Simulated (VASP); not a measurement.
# InP (P6_3/mmc) in VASP: a series of runs

Aim: see how the results for InP move with the level of theory and the settings. Levels: PBE, HSE06, PBE-based screened hybrid. Tasks: single point.

All numbers are computed with VASP 6.6.1; they aren't measurements. Logs are shortened: lines on timing, memory, paths and dates and some standing lists are left out, and cuts for length are marked.

## (1) The cell of the first run

It takes space group P6_3/mmc (No. 194, hexagonal). Conventional cell: a = 4.393 Å, b = 4.393 Å, c = 5.973 Å, α = 90.00°, β = 90.00°, γ = 120.00°. Within 3.3 Å of In (site symmetry -6m2) lie 5 P at 2.54 to 2.99 Å. P (site symmetry -6m2) has 5 In at 2.54 to 2.99 Å within 3.3 Å.

## (2) Single point, PBE

File INCAR:

```
SYSTEM = InP
ALGO     = Normal         ! electronic algorithm
EDIFF    = 1E-6           ! SCF threshold, eV
ENCUT    = 520            ! plane-wave cutoff, eV
GGA      = PE             ! functional
ISIF     = 2              ! what is computed and relaxed
ISMEAR   = -1             ! smearing method
LASPH    = .True.         ! aspherical terms in the spheres
LCHARG   = .True.         ! write CHGCAR
LELF     = .True.         ! ELF
LREAL    = .False.        ! projectors in reciprocal space
LVHAR    = .True.       
LWAVE    = .False.        ! write WAVECAR
NBANDS   = 26             ! bands
NELM     = 100            ! most SCF steps
PREC     = Accurate       ! precision mode
SIGMA    = 0.02           ! smearing width, eV
```

File KPOINTS:

```
k-points
0
Gamma
  6 6 4
  0 0 0
```

File POSCAR:

```
InP
1.0
    4.3931098464      0.0000000000      0.0000000000
   -2.1965549232      3.8045447286      0.0000000000
    0.0000000000      0.0000000000      5.9734964704
In P
2 2
Direct
    0.3333333333      0.6666666667      0.2500000000
    0.6666666667      0.3333333333      0.7500000000
    0.6666666667      0.3333333333      0.2500000000
    0.3333333333      0.6666666667      0.7500000000
```

Potentials or basis: VASP PAW PBE potentials, release 64 (In_d, P).

Started as:

```console
$ cat potpaw_PBE.64/In_d/POTCAR potpaw_PBE.64/P/POTCAR > POTCAR
$ mpirun -np 1 vasp_std > vasp.out
```

OUTCAR:

```text
SYSTEM = InP
   EDIFF = 1E-6
   ENCUT = 520
   GGA = PE
   ISIF = 2
   ISMEAR = -1
   LASPH = .True.
   LREAL = .False.
   NELM = 100
   PREC = Accurate

 ion  position               nearest neighbor table
   1  0.333  0.667  0.250-   3 2.54   3 2.54   3 2.54   4 2.99   4 2.99   2 3.92   2 3.92   2 3.92
                             2 3.92   2 3.92   2 3.92
   2  0.667  0.333  0.750-   4 2.54   4 2.54   4 2.54   3 2.99   3 2.99   1 3.92   1 3.92   1 3.92
                             1 3.92   1 3.92   1 3.92
   3  0.667  0.333  0.250-   1 2.54   1 2.54   1 2.54   2 2.99   2 2.99
   4  0.333  0.667  0.750-   2 2.54   2 2.54   2 2.54   1 2.99   1 2.99

  LATTYP: Found a hexagonal cell.
 ALAT       =     4.3931098464
 C/A-ratio  =     1.3597421142

  Lattice vectors:

 A1 = (   4.3931098464,   0.0000000000,   0.0000000000)
 A2 = (  -2.1965549232,   3.8045447286,   0.0000000000)
 A3 = (   0.0000000000,   0.0000000000,   5.9734964704)

Analysis of symmetry for initial positions (statically):
=====================================================================
 Subroutine PRICEL returns:
 Original cell was already a primitive cell.

 Routine SETGRP: Setting up the symmetry group for a
 hexagonal supercell.

 Subroutine GETGRP returns: Found 24 space group operations
 (whereof 12 operations were pure point group operations)
 out of a pool of 24 trial point group operations.

The static configuration has the point symmetry D_3d.
 The point group associated with its full space group is D_6h.

Analysis of symmetry for dynamics (positions and initial velocities):
=====================================================================
 Subroutine PRICEL returns:
 Original cell was already a primitive cell.

 Routine SETGRP: Setting up the symmetry group for a
 hexagonal supercell.

 Subroutine GETGRP returns: Found 24 space group operations
 (whereof 12 operations were pure point group operations)
 out of a pool of 24 trial point group operations.

The dynamic configuration has the point symmetry D_3d.
 The point group associated with its full space group is D_6h.

 Subroutine INISYM returns: Found 24 space group operations
 (whereof 12 operations are pure point group operations),
 and found     1 'primitive' translations

----------------------------------------------------------------------------------------

                                     Primitive cell

  volume of cell :      99.8397

  direct lattice vectors                    reciprocal lattice vectors
     4.393109846  0.000000000  0.000000000     0.227629182  0.131421769  0.000000000
    -2.196554923  3.804544729  0.000000000     0.000000000  0.262843539  0.000000000
     0.000000000  0.000000000  5.973496470     0.000000000  0.000000000  0.167406142

  length of vectors
     4.393109846  4.393109846  5.973496470     0.262843539  0.262843539  0.167406142

  position of ions in fractional coordinates (direct lattice)
     0.333333333  0.666666667  0.250000000
     0.666666667  0.333333333  0.750000000
     0.666666667  0.333333333  0.250000000
     0.333333333  0.666666667  0.750000000

  ion indices of the primitive-cell ions
   primitive index   ion index
                 1           1
                 2           2
                 3           3
                 4           4

----------------------------------------------------------------------------------------

 KPOINTS: k-points

Automatic generation of k-mesh.
 Grid dimensions read from file:
 generate k-points for:    6    6    4

 Generating k-lattice:

  Cartesian coordinates                     Fractional coordinates (reciprocal lattice)
     0.037938197  0.021903628  0.000000000     0.166666667  0.000000000  0.000000000
     0.000000000  0.043807256  0.000000000     0.000000000  0.166666667  0.000000000
     0.000000000  0.000000000  0.041851536     0.000000000  0.000000000  0.250000000

  Length of vectors
     0.043807256  0.043807256  0.041851536

  Shift w.r.t. Gamma in fractional coordinates (k-lattice)
     0.000000000  0.000000000  0.000000000

 Subroutine IBZKPT returns following result:
 ===========================================

 Found     21 irreducible k-points:

 Following reciprocal coordinates:
            Coordinates               Weight
  0.000000  0.000000  0.000000      1.000000
  0.166667  0.000000  0.000000      6.000000
  0.333333  0.000000  0.000000      6.000000
  0.500000  0.000000  0.000000      3.000000
  0.166667  0.166667  0.000000      6.000000
  0.333333  0.166667  0.000000     12.000000
[... 13 lines left out ...]
  0.333333  0.166667  0.500000     12.000000
  0.333333  0.333333  0.500000      2.000000
   k-points           NKPTS =     21   k-points in BZ     NKDIM =     21   number of bands    NBANDS=     26
   number of dos      NEDOS =    301   number of ions     NIONS =      4
   total plane-waves  NPLWV =  62208
   dimension x,y,z NGX =    36 NGY =   36 NGZ =   48
   dimension x,y,z NGXF=    72 NGYF=   72 NGZF=   96
   ions per type =               2   2
   NGX,Y,Z   is equivalent  to a cutoff of  13.62, 13.62, 13.36 a.u.
   NGXF,Y,Z  is equivalent  to a cutoff of  27.25, 27.25, 26.72 a.u.
 SYSTEM =  InP
   PREC   = accura    normal or accurate (medium, high low for compatibility)
   ISTART =      0    job   : 0-new  1-cont  2-samecut
   ICHARG =      2    charge: 1-file 2-atom 10-const
   ISPIN  =      1    spin polarized calculation?
   LNONCOLLINEAR =      F non collinear calculations
   LSORBIT =      F    spin-orbit coupling
   LASPH  =      T    aspherical Exc in radial PAW
   ENCUT  =  520.0 eV  38.22 Ry    6.18 a.u.   8.17  8.17 11.11*2*pi/ulx,y,z
   NELM   =    100;   NELMIN=  2; NELMDL= -5     # of ELM steps
   EDIFF  = 0.1E-05   stopping-criterion for ELM
   LREAL  =      F    real-space projection
   EDIFFG = 0.1E-04   stopping-criterion for IOM
   NSW    =      0    number of steps for IOM
   IBRION =     -1    ionic relax: 0-MD 1-quasi-New 2-CG
   NFREE  =      0    steps in history (QN), initial steepest desc. (CG)
   ISIF   =      2    stress and relaxation
   ISYM   =      2    0-nonsym 1-usesym 2-fastsym
   POTIM  = 0.5000    time-step for ionic-motion
   TEBEG  =    0.0;   TEEND  =   0.0 temperature during run
   PSTRESS=    0.0 pullay stress
   NELECT =      36.0000    total number of electrons
   NUPDOWN=      -1.0000    fix difference up-down
   EMIN   =  10.00;   EMAX   =-10.00  energy-range for DOS
   EFERMI =   0.00;   METHOD = LEGACY
   ISMEAR =    -1;   SIGMA  =   0.02  broadening in eV -4-tet -1-fermi 0-gaus
   EFERMI_NEDOS =   21; number of points for ismear=-14 and -15
   IALGO  =     38    algorithm
   IMIX   =      4    mixing-type and parameters
     AMIX     =   0.40;   BMIX     =  1.00
     AMIX_MAG =   1.60;   BMIX_MAG =  1.00
  volume/ion in A,a.u.               =      24.96       168.44
  Fermi-wavevector in a.u.,A,eV,Ry     =   1.165220  2.201946 18.473137  1.357737
  Thomas-Fermi vector in A             =   2.301748
   LORBIT       =      0    0 simple, 1 ext, 2 COOP (PROOUT), +10 PAW based schemes
   GGA     = PE    functional components
   LHFCALC =     F    Hartree Fock is set to
   AEXX    =    0.0000 exact exchange contribution
   IVDW    =     0    specifies the selected vdW correction
   LEPSILON=     F    determine dielectric tensor
   LRPA    =     F    only Hartree local field effects (RPA)
 non-spin polarized calculation
  energy-cutoff  :      520.00
  volume of cell :       99.84
 maximum number of plane-waves:      2710
 NGX is ok and might be reduce to    36
   NGX = 17   NGY = 17   NGZ = 23

 number of electron      36.0000009 magnetization

 Free energy of the ion-electron system (eV)
  ---------------------------------------------------
  ext. energy  EPLUGINS =         0.00000000
  ---------------------------------------------------
  free energy    TOTEN  =       -15.79462826 eV

  energy without entropy =      -15.79296392  energy(sigma->0) =      -15.79379609

 E-fermi :   5.5248     XC(G=0):  -9.3471

 val. band max:        5.4999073029   @ k =   0.3333   0.3333   0.5000
 cond. band min:       5.6235152078   @ k =   0.1667   0.0000   0.0000
 fundamental gap:      0.1236079049
 Fermi energy:         5.5248175381

 k-point     1 :       0.0000    0.0000    0.0000
  band No.  band energies     occupation
      1      -9.1951      2.00000
      2      -9.0317      2.00000
      3      -9.0317      2.00000
      4      -9.0308      2.00000
      5      -9.0308      2.00000
      6      -8.9844      2.00000
[... 18 lines left out ...]
     25      12.2776      0.00000
     26      12.3438      0.00000

 k-point     2 :       0.1667    0.0000    0.0000
  band No.  band energies     occupation
      1      -9.1949      2.00000
      2      -9.0539      2.00000
      3      -9.0200      2.00000
      4      -9.0140      2.00000
      5      -9.0126      2.00000
      6      -8.9722      2.00000
[... 18 lines left out ...]
     25      11.2424      0.00000
     26      12.1612      0.00000

 k-point     3 :       0.3333    0.0000    0.0000
  band No.  band energies     occupation
      1      -9.1967      2.00000
      2      -9.0946      2.00000
      3      -8.9931      2.00000
      4      -8.9791      2.00000
      5      -8.9789      2.00000
      6      -8.9514      2.00000
[... 18 lines left out ...]
     25      11.6941      0.00000
     26      12.3088      0.00000

 k-point     4 :       0.5000    0.0000    0.0000
  band No.  band energies     occupation
      1      -9.1978      2.00000
      2      -9.1148      2.00000
      3      -8.9793      2.00000
      4      -8.9624      2.00000
      5      -8.9597      2.00000
      6      -8.9512      2.00000
[... 18 lines left out ...]
     25      12.6778      0.00000
     26      13.3760      0.00000
[... 409 lines left out ...]
      1      -9.1086      2.00000
      2      -9.1086      2.00000
      3      -9.0088      2.00000
      4      -9.0088      2.00000
      5      -8.9908      2.00000
      6      -8.9908      2.00000
[... 18 lines left out ...]
     25      11.6632      0.00000
     26      11.6632      0.00000

 k-point    20 :       0.3333    0.1667    0.5000
  band No.  band energies     occupation
      1      -9.1139      2.00000
      2      -9.1139      2.00000
      3      -8.9914      2.00000
      4      -8.9914      2.00000
      5      -8.9797      2.00000
      6      -8.9797      2.00000
[... 18 lines left out ...]
     25      12.4262      0.00000
     26      12.4262      0.00000

 k-point    21 :       0.3333    0.3333    0.5000
  band No.  band energies     occupation
      1      -9.1047      2.00000
      2      -9.1047      2.00000
      3      -8.9927      2.00000
      4      -8.9927      2.00000
      5      -8.9785      2.00000
      6      -8.9785      2.00000
[... 18 lines left out ...]
     25      11.1525      0.00000
     26      11.1525      0.00000

------------------------ aborting loop because EDIFF is reached ----------------------------------------

  FORCE on cell =-STRESS in cart. coord.  units (eV):
  Direction    XX          YY          ZZ          XY          YZ          ZX
  --------------------------------------------------------------------------------------
  -------------------------------------------------------------------------------------
  Total        1.2294854      1.2294854      0.5316270     -0.0000000     -0.0000000      0.0000000
  in kB       19.7301594     19.7301594      8.5312813     -0.0000000     -0.0000000      0.0000000
  external PRESSURE =      15.9972000 kB  Pullay stress =       0.0000000 kB

 VOLUME and BASIS-vectors are now :
 -----------------------------------------------------------------------------
  energy-cutoff  :      520.00
  volume of cell :       99.84
      direct lattice vectors                 reciprocal lattice vectors
     4.393109846  0.000000000  0.000000000     0.227629182  0.131421769  0.000000000
    -2.196554923  3.804544729  0.000000000     0.000000000  0.262843539  0.000000000
     0.000000000  0.000000000  5.973496470     0.000000000  0.000000000  0.167406142

 POSITION                                       TOTAL-FORCE (eV/Angst)
 -----------------------------------------------------------------------------------
     -0.00000      2.53636      1.49337        -0.000000      0.000000      0.000000
      2.19655      1.26818      4.48012         0.000000     -0.000000      0.000000
      2.19655      1.26818      1.49337        -0.000000      0.000000      0.000000
     -0.00000      2.53636      4.48012         0.000000     -0.000000      0.000000
 -----------------------------------------------------------------------------------
    total drift:                                0.000000     -0.000000      0.000000

  FREE ENERGIE OF THE ION-ELECTRON SYSTEM (eV)
  ---------------------------------------------------
  free  energy   TOTEN  =       -15.7946282586 eV

  energy  without entropy=      -15.7929639176  energy(sigma->0) =      -15.79379609
```

Wall time 2.1 min (1 thread of Intel Xeon Platinum 8375C at 2.90GHz (Ice Lake), shared host); peak memory 0.24 GiB.

Results:

* Free energy: -15.7946 eV
* Pressure: 1.6 GPa
* Band gap on the k mesh: zero (band 18 reaches 5.50 eV, above the bottom of band 19 at 4.75 eV)

Stress tensor (GPa, compression positive):
```
1.97 0.00 0.00
0.00 1.97 0.00
0.00 0.00 0.85
```

Caveat: spin-orbit coupling is left out, which moves the levels of the heavy elements.

[end of part 1 of 2]
